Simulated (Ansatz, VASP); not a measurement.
## One calculation of YSe, two programs

```
CELL_PARAMETERS angstrom
0.00000 2.85150 2.85150
2.85150 0.00000 2.85150
2.85150 2.85150 0.00000
ATOMIC_POSITIONS crystal
Y 0.52500 0.52500 0.47500
Se 0.97500 0.97500 0.02500
```

Change from the starting cell: shortest bond scaled by 1.1, LAPW.

Alike in both runs: task single point; functional PBEsol; k mesh 7 × 7 × 7; occupations fermi-dirac, width 0.03 eV; no spin polarisation.

|  | VASP | Ansatz |
| --- | --- | --- |
| version | VASP 6.6.1 | Ansatz 0.2.0 |
| potentials or method | VASP PAW PBE potentials, release 64 (Y_sv, Se), cutoff 520 eV | all-electron LAPW, scalar-relativistic |

Ansatz gave:

- pressure (GPa): 2.7
- traceless stress, the component that is largest in VASP (GPa): 7.70
- rms of the force components (eV/Å): 1.362

Task: What did VASP give for the same quantities?

Result: Pressure (GPa): 2.7; traceless stress, the component that is largest in VASP (GPa): 7.74; rms of the force components (eV/Å): 1.367.

VASP's potentials were made for PBE, not for PBEsol. Atom by atom the forces differ by 0.005 eV/Å (rms over components). Ansatz ran all-electron here, and VASP with PAW potentials.
